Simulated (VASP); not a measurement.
# B3Ru5 (P-6m2) in VASP: relaxation of cell and atoms with PBE

Aim: the relaxation of cell and atoms of B3Ru5 with PBE.

Everything below comes from runs of VASP 6.6.1. Logs are shortened: lines on timing, memory, paths and dates and some standing lists are left out, and cuts for length are marked.

## Step 1: The cell of the first run

It takes space group P-6m2 (No. 187, hexagonal). The conventional cell has a = 2.827 Å, b = 2.827 Å, c = 12.848 Å, α = 90.00°, β = 90.00°, γ = 120.00°. Within 2.8 Å of B (site symmetry 3m) lie 6 Ru at 2.14 to 2.20 Å. Within 2.9 Å of B (site symmetry -6m2) lie 6 Ru at 2.18 Å and 6 B at 2.83 Å. Ru (site symmetry 3m) has 3 B at 2.14 Å and 3 Ru at 2.68 Å within 2.8 Å. Ru (site symmetry 3m) has 6 B at 2.18 to 2.20 Å and 8 Ru at 2.83 to 2.88 Å within 2.9 Å. Within 3.5 Å of Ru (site symmetry -6m2) lie 12 Ru at 2.68 to 2.83 Å.

## Step 2: Relaxation of cell and atoms, PBE

INCAR reads:

```
SYSTEM = B3Ru5
PREC     = Accurate       ! precision mode
ENCUT    = 600            ! plane-wave cutoff, eV
EDIFF    = 1E-7           ! SCF threshold, eV
ISMEAR   = 0              ! smearing method
SIGMA    = 0.1            ! smearing width, eV
LREAL    = .FALSE.        ! projectors in reciprocal space
LASPH    = .TRUE.         ! aspherical terms in the spheres
NELM     = 80             ! most SCF steps
ALGO     = Fast           ! electronic algorithm
ISIF     = 3              ! what is computed and relaxed
LWAVE    = .FALSE.        ! write WAVECAR
LCHARG   = .FALSE.        ! write CHGCAR
GGA      = PE             ! functional
IBRION   = 2              ! ionic algorithm
NSW      = 100            ! ionic steps
EDIFFG   = -0.01          ! ionic threshold
```

KPOINTS reads:

```
regular mesh
0
G
  12 12 4
  0 0 0
```

POSCAR reads:

```
B3Ru5
1.0
    2.8273503764      0.0000000000      0.0000000000
   -1.4136751882      2.4485572514      0.0000000000
    0.0000000000      0.0000000000     12.8483936319
B Ru
3 5
Direct
    0.3333333333      0.6666666667      0.7267705623
    0.3333333333      0.6666666667      0.5000000000
    0.3333333333      0.6666666667      0.2732294377
    0.0000000000      0.0000000000      0.8343325906
    0.0000000000      0.0000000000      0.3881148617
    0.0000000000      0.0000000000      0.6118851383
    0.0000000000      0.0000000000      0.1656674094
    0.3333333333      0.6666666667      0.0000000000
```

Potentials or basis: VASP PAW PBE potentials, release 64 (B, Ru_pv).

On the command line:

```console
$ cat potpaw_PBE.64/B/POTCAR potpaw_PBE.64/Ru_pv/POTCAR > POTCAR
$ mpirun -np 1 vasp_std > vasp.out
```

OUTCAR:

```text
SYSTEM = B3Ru5
   PREC = Accurate
   ENCUT = 600
   EDIFF = 1E-7
   ISMEAR = 0
   LREAL = .FALSE.
   LASPH = .TRUE.
   NELM = 80
   ISIF = 3
   GGA = PE
   IBRION = 2
   NSW = 100
   EDIFFG = -0.01

 ion  position               nearest neighbor table
   1  0.333  0.667  0.727-   4 2.14   4 2.14   4 2.14   6 2.20   6 2.20   6 2.20
   2  0.333  0.667  0.500-   5 2.18   6 2.18   5 2.18   6 2.18   5 2.18   6 2.18
   3  0.333  0.667  0.273-   7 2.14   7 2.14   7 2.14   5 2.20   5 2.20   5 2.20
   4  0.000  0.000  0.834-   1 2.14   1 2.14   1 2.14   8 2.68   8 2.68   8 2.68   6 2.86
   5  0.000  0.000  0.388-   2 2.18   2 2.18   2 2.18   3 2.20   3 2.20   3 2.20   7 2.86   6 2.88

   6  0.000  0.000  0.612-   2 2.18   2 2.18   2 2.18   1 2.20   1 2.20   1 2.20   4 2.86   5 2.88

   7  0.000  0.000  0.166-   3 2.14   3 2.14   3 2.14   8 2.68   8 2.68   8 2.68   5 2.86
   8  0.333  0.667  0.000-   4 2.68   7 2.68   4 2.68   7 2.68   4 2.68   7 2.68

  LATTYP: Found a hexagonal cell.
 ALAT       =     2.8273503764
 C/A-ratio  =     4.5443231016

  Lattice vectors:

 A1 = (   2.8273503764,   0.0000000000,   0.0000000000)
 A2 = (  -1.4136751882,   2.4485572514,   0.0000000000)
 A3 = (   0.0000000000,   0.0000000000,  12.8483936319)

Analysis of symmetry for initial positions (statically):
=====================================================================
 Subroutine PRICEL returns:
 Original cell was already a primitive cell.

 Routine SETGRP: Setting up the symmetry group for a
 hexagonal supercell.

 Subroutine GETGRP returns: Found 12 space group operations
 (whereof 12 operations were pure point group operations)
 out of a pool of 24 trial point group operations.

The static configuration has the point symmetry D_3h.

Analysis of symmetry for dynamics (positions and initial velocities):
=====================================================================
 Subroutine PRICEL returns:
 Original cell was already a primitive cell.

 Routine SETGRP: Setting up the symmetry group for a
 hexagonal supercell.

 Subroutine GETGRP returns: Found 12 space group operations
 (whereof 12 operations were pure point group operations)
 out of a pool of 24 trial point group operations.

The dynamic configuration has the point symmetry D_3h.

 Subroutine INISYM returns: Found 12 space group operations
 (whereof 12 operations are pure point group operations),
 and found     1 'primitive' translations

----------------------------------------------------------------------------------------

                                     Primitive cell

  volume of cell :      88.9485

  direct lattice vectors                    reciprocal lattice vectors
     2.827350376  0.000000000  0.000000000     0.353688035  0.204201882  0.000000000
    -1.413675188  2.448557251  0.000000000     0.000000000  0.408403765  0.000000000
     0.000000000  0.000000000 12.848393632     0.000000000  0.000000000  0.077830741

  length of vectors
     2.827350376  2.827350376 12.848393632     0.408403765  0.408403765  0.077830741

  position of ions in fractional coordinates (direct lattice)
     0.333333333  0.666666667  0.726770562
     0.333333333  0.666666667  0.500000000
     0.333333333  0.666666667  0.273229438
     0.000000000  0.000000000  0.834332591
     0.000000000  0.000000000  0.388114862
     0.000000000  0.000000000  0.611885138
     0.000000000  0.000000000  0.165667409
     0.333333333  0.666666667  0.000000000

  ion indices of the primitive-cell ions
   primitive index   ion index
                 1           1
                 2           2
                 3           3
                 4           4
                 5           5
                 6           6
                 7           7
                 8           8

----------------------------------------------------------------------------------------

 KPOINTS: regular mesh

Automatic generation of k-mesh.
 Grid dimensions read from file:
 generate k-points for:   12   12    4

 Generating k-lattice:

  Cartesian coordinates                     Fractional coordinates (reciprocal lattice)
     0.029474003  0.017016824  0.000000000     0.083333333  0.000000000  0.000000000
     0.000000000  0.034033647  0.000000000     0.000000000  0.083333333  0.000000000
     0.000000000  0.000000000  0.019457685     0.000000000  0.000000000  0.250000000

  Length of vectors
     0.034033647  0.034033647  0.019457685

  Shift w.r.t. Gamma in fractional coordinates (k-lattice)
     0.000000000  0.000000000  0.000000000

 Subroutine IBZKPT returns following result:
 ===========================================

 Found     57 irreducible k-points:

 Following reciprocal coordinates:
            Coordinates               Weight
  0.000000  0.000000  0.000000      1.000000
  0.083333  0.000000  0.000000      6.000000
  0.166667  0.000000  0.000000      6.000000
  0.250000  0.000000  0.000000      6.000000
  0.333333  0.000000  0.000000      6.000000
  0.416667  0.000000  0.000000      6.000000
[... 16 lines left out ...]
  0.250000  0.000000  0.250000     12.000000
  0.333333  0.000000  0.250000     12.000000
 [... further k-points ...]
   k-points           NKPTS =     57   k-points in BZ     NKDIM =     57   number of bands    NBANDS=     47
   number of dos      NEDOS =    301   number of ions     NIONS =      8
   total plane-waves  NPLWV =  62208
   dimension x,y,z NGX =    24 NGY =   24 NGZ =  108
   dimension x,y,z NGXF=    48 NGYF=   48 NGZF=  216
   ions per type =               3   5
   NGX,Y,Z   is equivalent  to a cutoff of  14.11, 14.11, 13.97 a.u.
   NGXF,Y,Z  is equivalent  to a cutoff of  28.22, 28.22, 27.95 a.u.
 SYSTEM =  B3Ru5
   PREC   = accura    normal or accurate (medium, high low for compatibility)
   ISTART =      0    job   : 0-new  1-cont  2-samecut
   ICHARG =      2    charge: 1-file 2-atom 10-const
   ISPIN  =      1    spin polarized calculation?
   LNONCOLLINEAR =      F non collinear calculations
   LSORBIT =      F    spin-orbit coupling
   LASPH  =      T    aspherical Exc in radial PAW
   ENCUT  =  600.0 eV  44.10 Ry    6.64 a.u.   5.65  5.65 25.66*2*pi/ulx,y,z
   NELM   =     80;   NELMIN=  2; NELMDL= -5     # of ELM steps
   EDIFF  = 0.1E-06   stopping-criterion for ELM
   LREAL  =      F    real-space projection
   EDIFFG = -.1E-01   stopping-criterion for IOM
   NSW    =    100    number of steps for IOM
   IBRION =      2    ionic relax: 0-MD 1-quasi-New 2-CG
   NFREE  =      1    steps in history (QN), initial steepest desc. (CG)
   ISIF   =      3    stress and relaxation
   ISYM   =      2    0-nonsym 1-usesym 2-fastsym
   POTIM  = 0.5000    time-step for ionic-motion
   TEBEG  =    0.0;   TEEND  =   0.0 temperature during run
   PSTRESS=    0.0 pullay stress
   NELECT =      79.0000    total number of electrons
   NUPDOWN=      -1.0000    fix difference up-down
   EMIN   =  10.00;   EMAX   =-10.00  energy-range for DOS
   EFERMI =   0.00;   METHOD = LEGACY
   ISMEAR =     0;   SIGMA  =   0.10  broadening in eV -4-tet -1-fermi 0-gaus
   EFERMI_NEDOS =   21; number of points for ismear=-14 and -15
   IALGO  =     68    algorithm
   IMIX   =      4    mixing-type and parameters
     AMIX     =   0.40;   BMIX     =  1.00
     AMIX_MAG =   1.60;   BMIX_MAG =  1.00
  volume/ion in A,a.u.               =      11.12        75.03
  Fermi-wavevector in a.u.,A,eV,Ry     =   1.573636  2.973741 33.692519  2.476330
  Thomas-Fermi vector in A             =   2.674891
   LORBIT       =      0    0 simple, 1 ext, 2 COOP (PROOUT), +10 PAW based schemes
   GGA     = PE    functional components
   LHFCALC =     F    Hartree Fock is set to
   AEXX    =    0.0000 exact exchange contribution
   IVDW    =     0    specifies the selected vdW correction
   LEPSILON=     F    determine dielectric tensor
   LRPA    =     F    only Hartree local field effects (RPA)
 conjugate gradient relaxation of ions
 non-spin polarized calculation
 RMM-DIIS sequential band-by-band and
 Gauss-broadening in eV      SIGMA  =   0.10
  energy-cutoff  :      600.00
  volume of cell :       88.95
 maximum number of plane-waves:      2993
 NGX is ok and might be reduce to    24
   NGX = 11   NGY = 11   NGZ = 51

--------------------------------------- Ionic step        1  -------------------------------------------

 number of electron      78.9999998 magnetization

 Free energy of the ion-electron system (eV)
  ---------------------------------------------------
  ext. energy  EPLUGINS =         0.00000000
  ---------------------------------------------------
  free energy    TOTEN  =       -67.90254718 eV

  energy without entropy =      -67.87755735  energy(sigma->0) =      -67.89005226

------------------------ aborting loop because EDIFF is reached ----------------------------------------

  FORCE on cell =-STRESS in cart. coord.  units (eV):
  Direction    XX          YY          ZZ          XY          YZ          ZX
  --------------------------------------------------------------------------------------
  -------------------------------------------------------------------------------------
  Total        0.1737532      0.1737532     -0.3372140      0.0000000      0.0000000      0.0000000
  in kB        3.1297139      3.1297139     -6.0740372      0.0000000      0.0000000      0.0000000
  external PRESSURE =       0.0617968 kB  Pullay stress =       0.0000000 kB
[... 153 lines left out ...]
  energy  without entropy=      -67.8784402628  energy(sigma->0) =      -67.89082799

--------------------------------------- Ionic step        5  -------------------------------------------

 number of electron      78.9999999 magnetization

 Free energy of the ion-electron system (eV)
  ---------------------------------------------------
  ext. energy  EPLUGINS =         0.00000000
  ---------------------------------------------------
  free energy    TOTEN  =       -67.90322105 eV

  energy without entropy =      -67.87845125  energy(sigma->0) =      -67.89083615

 E-fermi :  11.2462     XC(G=0): -13.6099

 val. band max:       11.2433509260   @ k =   0.3333   0.0000   0.2500
 cond. band min:      11.2537147916   @ k =   0.3333   0.0000   0.5000
 fundamental gap:      0.0103638656
 Fermi energy:        11.2462092929

 k-point     1 :       0.0000    0.0000    0.0000
  band No.  band energies     occupation
      1     -32.1015      2.00000
      2     -31.9411      2.00000
      3     -31.7365      2.00000
      4     -31.7104      2.00000
      5     -31.4814      2.00000
      6     -31.4814      2.00000
[... 1189 lines left out ...]
     46      14.1373      0.00000
     47      14.8134      0.00000

 [... further k-points ...]

------------------------ aborting loop because EDIFF is reached ----------------------------------------

  FORCE on cell =-STRESS in cart. coord.  units (eV):
  Direction    XX          YY          ZZ          XY          YZ          ZX
  --------------------------------------------------------------------------------------
  -------------------------------------------------------------------------------------
  Total       -0.0381986     -0.0381986     -0.0246717     -0.0000000     -0.0000000     -0.0000000
  in kB       -0.6877608     -0.6877608     -0.4442098     -0.0000000     -0.0000000     -0.0000000
  external PRESSURE =      -0.6065771 kB  Pullay stress =       0.0000000 kB
[... 23 lines left out ...]
  FREE ENERGIE OF THE ION-ELECTRON SYSTEM (eV)
  ---------------------------------------------------
  free  energy   TOTEN  =       -67.9032210486 eV

  energy  without entropy=      -67.8784512547  energy(sigma->0) =      -67.89083615

 reached required accuracy - stopping structural energy minimisation
```

Wall time 9.8 min (1 thread of Intel Xeon 6975P-C (Granite Rapids), shared host); peak memory 0.39 GiB.

Results:

```yaml
Free_energy: -67.9032 eV
Relaxed_volume: 11.12 Å³/atom
Relaxed_cell: a = 2.830 Å, b = 2.830 Å, c = 12.826 Å, α = 90.00°, β = 90.00°, γ = 120.00°
Space_group_after_relaxing_to_0.05_Å: P-6m2 (No. 187)
Energy_gained_by_relaxing: 0.1 meV/atom
Ionic_steps: 5
Pressure_after_relaxing: -0.1 GPa
Largest_force_after_relaxing: 0.009 eV/Å
```

Forces in eV/Å, atoms in the order of the input:
```
B    0.000  0.000 -0.009
B    0.000  0.000  0.000
B    0.000  0.000  0.009
Ru   0.000  0.000 -0.007
Ru   0.000  0.000  0.006
Ru   0.000  0.000 -0.006
Ru   0.000  0.000  0.007
Ru   0.000  0.000  0.000
```

The path:
| step | energy change (eV) | largest force (eV/Å) | pressure (GPa) | volume (Å³) |
| --- | --- | --- | --- | --- |
| 1 | 0.0000 | 0.0576 | 0.01 | 88.95 |
| 2 | -0.0006 | 0.0179 | 0.06 | 88.95 |
| 3 | -0.0007 | 0.0174 | 0.06 | 88.95 |
| 4 | -0.0007 | 0.0128 | -0.12 | 89.00 |
| 5 | -0.0007 | 0.0086 | -0.06 | 88.99 |

Final structure:
```xyz
8
Lattice="2.8304 0.0000 0.0000 -1.4152 2.4512 0.0000 0.0000 0.0000 12.8263" Properties=species:S:1:pos:R:3 pbc="T T T"
B     0.0000    1.6341    9.3186
B     0.0000    1.6341    6.4132
B     0.0000    1.6341    3.5077
Ru    0.0000    0.0000   10.7016
Ru    1.4152    2.4512    4.9775
Ru    0.0000    0.0000    7.8488
Ru    1.4152    2.4512    2.1247
Ru    0.0000    1.6341    0.0000
```

Levels at points of the mesh, in eV from the Fermi level:
```tsv
k point	band 37	band 38	band 39	band 40	band 41	band 42
(0.00, 0.00, 0.00)	-1.66	-1.66	-0.82	-0.43	-0.43	-0.14
(0.50, 0.00, 0.00)	0.29	0.30	0.68	0.91	0.93	1.22
(0.00, 0.00, 0.50)	-1.07	-1.07	-1.00	-1.00	-0.87	0.13
(0.50, 0.00, 0.50)	-0.03	0.21	0.80	0.84	0.95	1.20
```
